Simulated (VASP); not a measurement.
# Nb (Im-3m) in VASP: notebook, part 2 of 2

VASP 6.6.1. The steps go on from the part before.

### Step 5. Relaxation of cell and atoms, PBE

This run uses another cell than the first one, of 18.43 Å³/atom.

The input, INCAR:

```
SYSTEM = Nb
ALGO     = Normal         ! electronic algorithm
EDIFF    = 1E-7           ! SCF threshold, eV
EDIFFG   = -0.01          ! ionic threshold
ENCUT    = 500            ! plane-wave cutoff, eV
GGA      = PE             ! functional
GGA_COMPAT= .FALSE.      
IBRION   = 2              ! ionic algorithm
ISIF     = 3              ! what is computed and relaxed
ISMEAR   = -1             ! smearing method
LASPH    = .TRUE.         ! aspherical terms in the spheres
LCHARG   = .FALSE.        ! write CHGCAR
LREAL    = .FALSE.        ! projectors in reciprocal space
LWAVE    = .FALSE.        ! write WAVECAR
NELM     = 120            ! most SCF steps
NELMIN   = 4            
NSW      = 80             ! ionic steps
PREC     = Accurate       ! precision mode
SIGMA    = 0.1            ! smearing width, eV
```

The input, KPOINTS:

```
k-points
0
G
  13 13 13
  0 0 0
```

The input, POSCAR:

```
Nb
1.0
   -1.6639500000      1.6639500000      1.6639500000
    1.6639500000     -1.6639500000      1.6639500000
    1.6639500000      1.6639500000     -1.6639500000
Nb
1
Direct
    0.0000000000      0.0000000000      0.0000000000
```

Potentials or basis: VASP PAW PBE potentials, release 64 (Nb_sv).

Run with:

```console
$ cat potpaw_PBE.64/Nb_sv/POTCAR > POTCAR
$ mpirun -np 1 vasp_std > vasp.out
```

OUTCAR:

```text
SYSTEM = Nb
   EDIFF = 1E-7
   EDIFFG = -0.01
   ENCUT = 500
   GGA = PE
   IBRION = 2
   ISIF = 3
   ISMEAR = -1
   LASPH = .TRUE.
   LREAL = .FALSE.
   NELM = 120
   NELMIN = 4
   NSW = 80
   PREC = Accurate

 ion  position               nearest neighbor table
   1  0.000  0.000  0.000-

  LATTYP: Found a body centered cubic cell.
 ALAT       =     3.3279000000

  Lattice vectors:

 A1 = (  -1.6639500000,   1.6639500000,   1.6639500000)
 A2 = (   1.6639500000,  -1.6639500000,   1.6639500000)
 A3 = (   1.6639500000,   1.6639500000,  -1.6639500000)

Analysis of symmetry for initial positions (statically):
=====================================================================
 Subroutine PRICEL returns:
 Original cell was already a primitive cell.

 Routine SETGRP: Setting up the symmetry group for a
 body centered cubic supercell.

 Subroutine GETGRP returns: Found 48 space group operations
 (whereof 48 operations were pure point group operations)
 out of a pool of 48 trial point group operations.

The static configuration has the point symmetry O_h .

Analysis of symmetry for dynamics (positions and initial velocities):
=====================================================================
 Subroutine PRICEL returns:
 Original cell was already a primitive cell.

 Routine SETGRP: Setting up the symmetry group for a
 body centered cubic supercell.

 Subroutine GETGRP returns: Found 48 space group operations
 (whereof 48 operations were pure point group operations)
 out of a pool of 48 trial point group operations.

The dynamic configuration has the point symmetry O_h .

 Subroutine INISYM returns: Found 48 space group operations
 (whereof 48 operations are pure point group operations),
 and found     1 'primitive' translations

----------------------------------------------------------------------------------------

                                     Primitive cell

  volume of cell :      18.4281

  direct lattice vectors                    reciprocal lattice vectors
    -1.663950000  1.663950000  1.663950000     0.000000000  0.300489798  0.300489798
     1.663950000 -1.663950000  1.663950000     0.300489798  0.000000000  0.300489798
     1.663950000  1.663950000 -1.663950000     0.300489798  0.300489798  0.000000000

  length of vectors
     2.882045941  2.882045941  2.882045941     0.424956748  0.424956748  0.424956748

  position of ions in fractional coordinates (direct lattice)
     0.000000000  0.000000000  0.000000000

  ion indices of the primitive-cell ions
   primitive index   ion index
                 1           1

----------------------------------------------------------------------------------------

 KPOINTS: k-points

Automatic generation of k-mesh.
 Grid dimensions read from file:
[... 47 lines left out ...]
   k-points           NKPTS =     84   k-points in BZ     NKDIM =     84   number of bands    NBANDS=     10
   number of dos      NEDOS =    301   number of ions     NIONS =      1
   total plane-waves  NPLWV =  13824
   dimension x,y,z NGX =    24 NGY =   24 NGZ =   24
   dimension x,y,z NGXF=    48 NGYF=   48 NGZF=   48
   ions per type =               1
   NGX,Y,Z   is equivalent  to a cutoff of  13.84, 13.84, 13.84 a.u.
   NGXF,Y,Z  is equivalent  to a cutoff of  27.69, 27.69, 27.69 a.u.
 SYSTEM =  Nb
   PREC   = accura    normal or accurate (medium, high low for compatibility)
   ISTART =      0    job   : 0-new  1-cont  2-samecut
   ICHARG =      2    charge: 1-file 2-atom 10-const
   ISPIN  =      1    spin polarized calculation?
   LNONCOLLINEAR =      F non collinear calculations
   LSORBIT =      F    spin-orbit coupling
   LASPH  =      T    aspherical Exc in radial PAW
   ENCUT  =  500.0 eV  36.75 Ry    6.06 a.u.   5.25  5.25  5.25*2*pi/ulx,y,z
   NELM   =    120;   NELMIN=  4; NELMDL= -5     # of ELM steps
   EDIFF  = 0.1E-06   stopping-criterion for ELM
   LREAL  =      F    real-space projection
   EDIFFG = -.1E-01   stopping-criterion for IOM
   NSW    =     80    number of steps for IOM
   IBRION =      2    ionic relax: 0-MD 1-quasi-New 2-CG
   NFREE  =      1    steps in history (QN), initial steepest desc. (CG)
   ISIF   =      3    stress and relaxation
   ISYM   =      2    0-nonsym 1-usesym 2-fastsym
   POTIM  = 0.5000    time-step for ionic-motion
   TEBEG  =    0.0;   TEEND  =   0.0 temperature during run
   PSTRESS=    0.0 pullay stress
   NELECT =      13.0000    total number of electrons
   NUPDOWN=      -1.0000    fix difference up-down
   EMIN   =  10.00;   EMAX   =-10.00  energy-range for DOS
   EFERMI =   0.00;   METHOD = LEGACY
   ISMEAR =    -1;   SIGMA  =   0.10  broadening in eV -4-tet -1-fermi 0-gaus
   EFERMI_NEDOS =   21; number of points for ismear=-14 and -15
   IALGO  =     38    algorithm
   IMIX   =      4    mixing-type and parameters
     AMIX     =   0.40;   BMIX     =  1.00
     AMIX_MAG =   1.60;   BMIX_MAG =  1.00
  volume/ion in A,a.u.               =      18.43       124.36
  Fermi-wavevector in a.u.,A,eV,Ry     =   1.457345  2.753983 28.896790  2.123854
  Thomas-Fermi vector in A             =   2.574157
   LORBIT       =      0    0 simple, 1 ext, 2 COOP (PROOUT), +10 PAW based schemes
   GGA     = PE    functional components
   LHFCALC =     F    Hartree Fock is set to
   AEXX    =    0.0000 exact exchange contribution
   IVDW    =     0    specifies the selected vdW correction
   LEPSILON=     F    determine dielectric tensor
   LRPA    =     F    only Hartree local field effects (RPA)
 conjugate gradient relaxation of ions
 non-spin polarized calculation
  energy-cutoff  :      500.00
  volume of cell :       18.43
 maximum number of plane-waves:       478
 NGX is ok and might be reduce to    24
   NGX = 11   NGY = 11   NGZ = 11

--------------------------------------- Ionic step        1  -------------------------------------------

 number of electron      12.9999999 magnetization

 Free energy of the ion-electron system (eV)
  ---------------------------------------------------
  ext. energy  EPLUGINS =         0.00000000
  ---------------------------------------------------
  free energy    TOTEN  =       -10.24083421 eV

  energy without entropy =      -10.19333850  energy(sigma->0) =      -10.21708636

------------------------ aborting loop because EDIFF is reached ----------------------------------------

  FORCE on cell =-STRESS in cart. coord.  units (eV):
  Direction    XX          YY          ZZ          XY          YZ          ZX
  --------------------------------------------------------------------------------------
  -------------------------------------------------------------------------------------
  Total       -0.3527724     -0.3527724     -0.3527724     -0.0000000      0.0000000     -0.0000000
  in kB      -30.6707471    -30.6707471    -30.6707471     -0.0000000      0.0000000     -0.0000000
  external PRESSURE =     -30.6707471 kB  Pullay stress =       0.0000000 kB
[... 57 lines left out ...]
--------------------------------------- Ionic step        3  -------------------------------------------

 number of electron      13.0000000 magnetization

 Free energy of the ion-electron system (eV)
  ---------------------------------------------------
  ext. energy  EPLUGINS =         0.00000000
  ---------------------------------------------------
  free energy    TOTEN  =       -10.24418023 eV

  energy without entropy =      -10.19841631  energy(sigma->0) =      -10.22129827

 E-fermi :  11.1491     XC(G=0): -12.4773

 val. band max:       11.1487249642   @ k =   0.0769   0.0769   0.0000
 cond. band min:      11.1568196803   @ k =  -0.1538   0.1538   0.0769
 fundamental gap:      0.0080947161
 Fermi energy:        11.1490588004

 k-point     1 :       0.0000    0.0000    0.0000
  band No.  band energies     occupation
      1     -43.2430      2.00000
      2     -18.5499      2.00000
      3     -18.5499      2.00000
      4     -18.5499      2.00000
      5       5.1841      2.00000
      6      11.4938      0.06170
      7      11.4938      0.06170
      8      11.4938      0.06170
      9      14.3893      0.00000
     10      14.3893      0.00000
[... 287 lines left out ...]
 k-point    24 :       0.2308    0.0769    0.0769
  band No.  band energies     occupation
      1     -43.0689      2.00000
      2     -19.5076      2.00000
      3     -18.8409      2.00000
      4     -18.6264      2.00000
      5       7.9813      2.00000
      6       9.9046      1.99999
      7      10.6042      1.99144
      8      14.2044      0.00000
      9      14.7209      0.00000
     10      15.8823      0.00000

 [... further k-points ...]

------------------------ aborting loop because EDIFF is reached ----------------------------------------

  FORCE on cell =-STRESS in cart. coord.  units (eV):
  Direction    XX          YY          ZZ          XY          YZ          ZX
  --------------------------------------------------------------------------------------
  -------------------------------------------------------------------------------------
  Total       -0.0028827     -0.0028827     -0.0028827      0.0000000      0.0000000     -0.0000000
  in kB       -0.2553527     -0.2553527     -0.2553527      0.0000000      0.0000000     -0.0000000
  external PRESSURE =      -0.2553527 kB  Pullay stress =       0.0000000 kB
[... 16 lines left out ...]
  FREE ENERGIE OF THE ION-ELECTRON SYSTEM (eV)
  ---------------------------------------------------
  free  energy   TOTEN  =       -10.2441802275 eV

  energy  without entropy=      -10.1984163148  energy(sigma->0) =      -10.22129827

 reached required accuracy - stopping structural energy minimisation
```

Run time: 30 s. Hardware: 1 thread of Intel Xeon Platinum 8488C (Sapphire Rapids), shared host; peak memory 0.15 GiB.

Results:

- Free energy: -10.2442 eV
- Relaxed volume: 18.09 Å³/atom
- Relaxed cell: a = 2.864 Å, b = 2.864 Å, c = 2.864 Å, α = 109.47°, β = 109.47°, γ = 109.47°
- Space group after relaxing (to 0.1 Å): Im-3m (No. 229)
- Energy gained by relaxing: 3.3 meV/atom
- Ionic steps: 3
- Pressure after relaxing: 0.0 GPa
- Band gap on the k mesh: zero (an odd number of electrons rules out a gap without spin polarisation)

The path:
```tsv
step	energy change (eV)	largest force (eV/Å)	pressure (GPa)	volume (Å³)
1	0.0000	0.0000	-3.07	18.43
2	0.0070	0.0000	5.88	17.50
3	-0.0033	0.0000	-0.03	18.09
```

Final structure:
```cif
data_structure
_symmetry_space_group_name_H-M 'P 1'
_symmetry_Int_Tables_number 1
_cell_length_a 2.8642
_cell_length_b 2.8642
_cell_length_c 2.8642
_cell_angle_alpha 109.471
_cell_angle_beta 109.471
_cell_angle_gamma 109.471
_cell_volume 18.09
loop_
_atom_site_label
_atom_site_type_symbol
_atom_site_fract_x
_atom_site_fract_y
_atom_site_fract_z
_atom_site_occupancy
Nb1 Nb 0.00000 0.00000 0.00000 1
```

### Step 6. Overview

```tsv
task	level	cell	cutoff (eV)	gap on the mesh (eV)	pressure (GPa)	relaxed volume (Å³/atom)
single point	r2SCAN+rVV10	a = 2.852 Å, angles 109.5°, 1 atom	550	none	0.0	-
single point	r2SCAN	a = 2.860 Å, angles 109.5°, 1 atom	550	none	-0.1	-
relaxation of cell and atoms	revPBE+D3(BJ)	relaxed from a = 2.882 Å, angles 109.5°, 1 atom	500	none	0.0	16.97
relaxation of cell and atoms	PBE	relaxed from a = 2.882 Å, angles 109.5°, 1 atom	500	none	0.0	18.09
```

Alike in all rows: potentials or basis VASP PAW PBE potentials, release 64 (Nb_sv); no spin polarisation; k mesh 13 × 13 × 13; smearing fermi-dirac 0.1 eV.

Caveats: the PAW data sets were made with another functional, which shifts forces and pressure a little (at least some runs).

Total energies depend on the potentials used, so only differences within one code and one set of settings carry meaning.
